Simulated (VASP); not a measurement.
Here is a VASP 6.6.1 calculation.

INCAR

```
SYSTEM = AlGa3As4
  ALGO = Normal
  EDIFF = 1E-6
  ENCUT = 520
  GGA = PE
  ISIF = 2
  ISMEAR = -1
  LASPH = .True.
  LCHARG = .False.
  LREAL = .False.
  LWAVE = .False.
  NBANDS = 41
  NELM = 60
  PREC = Accurate
  SIGMA = 0.02
```

KPOINTS

```
k-points
0
Gamma
  4 4 4
  0 0 0
```

The input POSCAR:

```
AlGa3As4
1.0
    5.7403571596      0.0000000000      0.0000000000
    0.0000000000      5.7403571596      0.0000000000
    0.0000000000      0.0000000000      5.7403571596
Al As Ga
1 4 3
Direct
    0.0000000000      0.0000000000      0.0000000000
    0.2493094384      0.2493094384      0.2493094384
    0.7506905616      0.7506905616      0.2493094384
    0.7506905616      0.2493094384      0.7506905616
    0.2493094384      0.7506905616      0.7506905616
    0.5000000000      0.5000000000      0.0000000000
    0.5000000000      0.0000000000      0.5000000000
    0.0000000000      0.5000000000      0.5000000000
```

Potentials or basis: VASP PAW PBE potentials, release 64 (Al, As, Ga_d).

Launch:

```console
$ cat potpaw_PBE.64/Al/POTCAR potpaw_PBE.64/As/POTCAR potpaw_PBE.64/Ga_d/POTCAR > POTCAR
$ mpirun -np 1 vasp_std > vasp.out
```

Task: Predict the pressure.

Result: 0.2 GPa.

Task: Estimate the largest force.

Result: 0.004 eV/Å.

Forces on the atoms (eV/Å):
```
Al   0.000  0.000  0.000
As  -0.002 -0.002 -0.002
As   0.002  0.002 -0.002
As   0.002 -0.002  0.002
As  -0.002  0.002  0.002
Ga   0.000  0.000  0.000
Ga   0.000  0.000  0.000
Ga   0.000  0.000  0.000
```
